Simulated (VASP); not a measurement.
Set up this calculation in VASP 6.6.1, as the native input.

| Item | Value |
| --- | --- |
| Task | single point |
| Functional | LDA |
| Potentials or basis | VASP PAW LDA potentials, release 64 (Sb, Ga_d) |
| Cutoff | 520 eV |
| k mesh | 10 × 10 × 10 |
| Occupations | fermi-dirac, width 0.05 eV |
| Spin | no spin polarisation |
| Dipole correction | no |
| Further INCAR settings | ALGO = Normal; EDIFF = 1e-07; NBANDS = 16 |

The structure of GaSb lies in POSCAR:

```
GaSb
1.0
   -1.5662052804      2.6927187679      2.9124745717
    1.5662052804     -2.6927187679      2.9124745717
    1.5662052804      2.6927187679     -2.9124745717
Sb Ga
1 1
Direct
    0.5000000000      0.5000000000      0.0000000000
    0.0000000000      0.0000000000      0.0000000000
```

The input as run:

INCAR

```
PREC = Accurate
ENCUT = 520
EDIFF = 1E-7
ISMEAR = -1
SIGMA = 0.05
LREAL = False
LASPH = True
NELM = 60
ALGO = Normal
ISIF = 2
LWAVE = False
LCHARG = False
GGA = CA
NBANDS = 16
```

KPOINTS

```
Automatic mesh
0
Gamma
  10 10 10
```

Potentials or basis: VASP PAW LDA potentials, release 64 (Sb, Ga_d).

Run with:

```sh
$ cat potpaw_LDA.64/Sb/POTCAR potpaw_LDA.64/Ga_d/POTCAR > POTCAR
$ mpirun -np 1 vasp_std > vasp.out
```

It gave:

```json
{"Pressure": "-5.2 GPa", "Band gap on the k mesh": "zero (band 9 reaches 7.98 eV, above the bottom of band 10 at 3.72 eV)"}
```

Caveat: spin-orbit coupling is left out, which moves the levels of the heavy elements.

It took 73 s on 1 thread of Intel(R) Xeon(R) Platinum 8488C (Sapphire Rapids), on a shared host, peak memory 0.27 GiB.
